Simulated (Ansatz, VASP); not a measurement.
One calculation of B12Ru, two programs

```
CELL_PARAMETERS angstrom
4.58417 0.00000 0.00000
0.00000 4.58417 0.00000
0.00000 0.00000 4.58417
ATOMIC_POSITIONS crystal
B 0.50000 0.85761 0.85761
B 0.50000 0.14239 0.85761
B 0.50000 0.85761 0.14239
B 0.50000 0.14239 0.14239
B 0.85761 0.50000 0.85761
B 0.85761 0.50000 0.14239
B 0.14239 0.50000 0.85761
B 0.14239 0.50000 0.14239
B 0.85761 0.85761 0.50000
B 0.14239 0.85761 0.50000
B 0.85761 0.14239 0.50000
B 0.14239 0.14239 0.50000
Ru 0.00000 0.00000 0.00000
```

Alike in both runs: task single point; functional PBE; k mesh 4 × 4 × 4; occupations gaussian, width 0.1 eV; no spin polarisation.

```csv
,VASP,Ansatz
version,VASP 6.6.1,Ansatz 0.2.0
potentials or method,"VASP PAW PBE potentials, release 64 (B, Ru_pv), cutoff 520 eV","scalar-relativistic, plane waves, PAW"
valence electrons in the cell,50,52
```

```csv
,VASP,Ansatz,Ansatz less VASP
gap on the k mesh at the Fermi level (eV),none,none,-
rms of the force components (eV/Å),10.896,10.784,-0.1120
```

Atom by atom the forces differ by 0.112 eV/Å (rms over components). A gap of «none» marks a metal or a gap that the smearing closes. VASP's potentials hold 50 valence electrons a cell and Ansatz's 52, so a difference there can come from the potentials and not from the codes.
